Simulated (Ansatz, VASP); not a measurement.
Al2O3 in VASP and in Ansatz

```
Al O
1.0
     2.46345    1.42227    4.72309
    -2.46345    1.42227    4.72309
     0.00000   -2.84455    4.72309
Al O
4 6
Direct
  0.85204 0.85204 0.85204
  0.64796 0.64796 0.64796
  0.14796 0.14796 0.14796
  0.35204 0.35204 0.35204
  0.05586 0.44414 0.75000
  0.75000 0.05586 0.44414
  0.44414 0.75000 0.05586
  0.94414 0.55586 0.25000
  0.25000 0.94414 0.55586
  0.55586 0.25000 0.94414
```

Alike in both runs: task single point; functional PBEsol; k mesh 6 × 6 × 6; occupations gaussian, width 0.05 eV; no spin polarisation.

```csv
,VASP,Ansatz
version,VASP 6.6.1,Ansatz 0.2.0
potentials or method,"VASP PAW PBE potentials, release 64 (Al, O), cutoff 520 eV","scalar-relativistic, plane waves, PAW"
valence electrons in the cell,48,48
```

|  | VASP | Ansatz | Ansatz less VASP |
| --- | --- | --- | --- |
| gap on the k mesh at the Fermi level (eV) | 4.13 | 4.13 | 0.000 |
| least direct gap on the mesh (eV) | 4.13 | 4.13 | 0.000 |
| pressure (GPa) | -26.2 | -26.2 | +0.02 |
| traceless stress, the component that is largest in VASP (GPa) | -10.45 | -10.42 | +0.036 |
| rms of the force components (eV/Å) | 0.028 | 0.028 | -0.0003 |

VASP's potentials were made for PBE, not for PBEsol, and Ansatz warns of the same on its side. Atom by atom the forces differ by 0.002 eV/Å (rms over components).
